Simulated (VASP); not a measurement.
Set up this calculation in VASP 6.6.1, as the native input.

```yaml
Task: single point
Functional: PBEsol
Potentials_or_basis: VASP PAW PBE potentials, release 64 (Ti_sv, Co)
Cutoff: 520 eV
k_mesh: 10 × 10 × 10
Occupations: fermi-dirac, width 0.05 eV
Spin: collinear spin
Starting_moments: "[-0.109, 0.32, 0.32, 0.319] μB"
Fixed_moment: 0.85 μB
Dipole_correction: no
Further_INCAR_settings: ALGO = Normal; EDIFF = 1e-06; NBANDS = 32
```

The structure of TiCo3 lies in POSCAR:

```
TiCo3
1.0
    3.5710000000      0.0000000000      0.0000000000
    0.0000000000      3.5710000000      0.0000000000
    0.0000000000      0.0000000000      3.5710000000
Ti Co
1 3
Direct
    0.0000000000      0.0000000000      0.0000000000
    0.0000000000      0.5000000000      0.5000000000
    0.5000000000      0.0000000000      0.5000000000
    0.5000000000      0.5000000000      0.0000000000
```

These files were run (other wordings do the same):

INCAR

```
SYSTEM = TiCo3
ALGO     = Normal         ! electronic algorithm
EDIFF    = 1E-6           ! SCF threshold, eV
ENCUT    = 520            ! plane-wave cutoff, eV
GGA      = PS             ! functional
ISIF     = 2              ! what is computed and relaxed
ISMEAR   = -1             ! smearing method
ISPIN    = 2              ! spin polarisation
LASPH    = .TRUE.         ! aspherical terms in the spheres
LCHARG   = .TRUE.         ! write CHGCAR
LELF     = .TRUE.         ! ELF
LMAXMIX  = 4              ! l up to which the mixer works
LORBIT   = 11             ! projections on sites
LREAL    = .FALSE.        ! projectors in reciprocal space
LVHAR    = .TRUE.       
LWAVE    = .FALSE.        ! write WAVECAR
MAGMOM   = -0.109 0.32 0.32 0.319 ! initial moments
NBANDS   = 32             ! bands
NELM     = 150            ! most SCF steps
NUPDOWN  = 0.85           ! fixed moment
PREC     = Accurate       ! precision mode
SIGMA    = 0.05           ! smearing width, eV
```

KPOINTS

```
k-points
0
G
  10 10 10
  0 0 0
```

Potentials or basis: VASP PAW PBE potentials, release 64 (Ti_sv, Co).

Command:

```console
$ cat potpaw_PBE.64/Ti_sv/POTCAR potpaw_PBE.64/Co/POTCAR > POTCAR
$ mpirun -np 1 vasp_std > vasp.out
```

Results of the run:

* Pressure: -8.6 GPa
* Net moment: 0.85 μB per cell
* Site moments: Ti -0.11; Co +0.33 μB
* Valence electrons inside the program's atomic spheres: Ti 10.42; Co 8.36

Caveat: the cell stands under tension; the PAW data sets were made with another functional, which shifts forces and pressure a little; the total moment is fixed, so each spin has its own Fermi level and the state may be an excited one.

It took 4.4 min on 1 thread of Intel(R) Xeon(R) Platinum 8488C (Sapphire Rapids), on a shared host, peak memory 0.37 GiB.
